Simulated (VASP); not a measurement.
Runs of VASP 6.6.1 on SnTe. The structure is that of space group Fm-3m (No. 225), or close to it. The cells are those of the table. 

| task | level | potentials or basis | spin | cell | k mesh | cutoff (eV) | gap on the mesh (eV) | pressure (GPa) | relaxed volume (Å³/atom) |
| --- | --- | --- | --- | --- | --- | --- | --- | --- | --- |
| single point | LDA | VASP PAW LDA potentials, release 64 (Sn_d, Te) | off | a = 4.510 Å, angles 60.0°, 2 atoms | 8 × 8 × 8 | 520 | (a) | (c) | - |
| single point | PBE | VASP PAW PBE potentials, release 64 (Sn_d, Te) | non-collinear, zero start, SOC | a = 4.510 Å, angles 60.0°, 2 atoms | 8 × 8 × 8 | 520 | - | 0.6 | - |
| single point | LDA | VASP PAW LDA potentials, release 64 (Sn_d, Te) | off | a = 4.408 Å, angles 60.0°, 2 atoms | 6 × 6 × 6 | 520 | 0.21 | 0.0 | - |
| single point | r2SCAN | VASP PAW PBE potentials, release 64 (Sn_d, Te) | off | a = 4.510 Å, angles 60.0°, 2 atoms | 8 × 8 × 8 | 520 | 0.14 | -0.1 | - |
| relaxation of cell and atoms | PBEsol | VASP PAW PBE potentials, release 64 (Sn_d, Te) | off | relaxed from a = 4.533 Å, angles 60.0°, 2 atoms | 6 × 6 × 6 | 600 | 0.16 | 0.0 | 31.06 |
| single point | r2SCAN | VASP PAW PBE potentials, release 64 (Sn_d, Te) | off | a = 4.510 Å, angles 60.0°, 2 atoms | 6 × 6 × 6 | 520 | 0.14 | 0.0 | - |
| relaxation of cell and atoms | r2SCAN | VASP PAW PBE potentials, release 64 (Sn_d, Te) | off | relaxed from a = 4.533 Å, angles 60.0°, 2 atoms | 6 × 6 × 6 | 600 | 0.14 | 0.0 | (b) |
| single point | PBEsol | VASP PAW PBE potentials, release 64 (Sn_d, Te) | off | a = 4.445 Å, angles 60.0°, 2 atoms | 6 × 6 × 6 | 520 | 0.16 | 0.0 | - |
| single point | PBE | VASP PAW PBE potentials, release 64 (Sn_d, Te) | off | a = 4.510 Å, angles 60.0°, 2 atoms | 8 × 8 × 8 | 520 | 0.01 | 0.6 | - |
| relaxation of cell and atoms | LDA | VASP PAW LDA potentials, release 64 (Sn_d, Te) | off | relaxed from a = 4.533 Å, angles 60.0°, 2 atoms | 6 × 6 × 6 | 600 | 0.21 | 0.0 | 30.34 |
| relaxation of cell and atoms | PBE | VASP PAW PBE potentials, release 64 (Sn_d, Te) | off | relaxed from a = 4.173 Å, angles 60.0°, 2 atoms | 6 × 6 × 6 | 600 | 0.05 | 0.0 | 32.94 |
| single point | PBE | VASP PAW PBE potentials, release 64 (Sn_d, Te) | off | a = 4.533 Å, angles 60.0°, 2 atoms | 6 × 6 × 6 | 520 | 0.05 | 0.0 | - |

Alike in all rows: smearing fermi-dirac 0.02 eV.

Task: Fill in the values left out.

Result: (a) 0.02; (b) 32.45; (c) -2.9.

Caveats: semilocal functionals underestimate gaps, and a narrow one can read as zero (at least some runs); spin-orbit coupling is left out, which moves the levels of the heavy elements (at least some runs); the PAW data sets were made with another functional, which shifts forces and pressure a little (at least some runs); the volume moved by over 15 % at a fixed basis, so the end points are rough (at least some runs).

A k mesh can miss the band edges, and rows without SOC leave out spin-orbit coupling on Sn, Te.
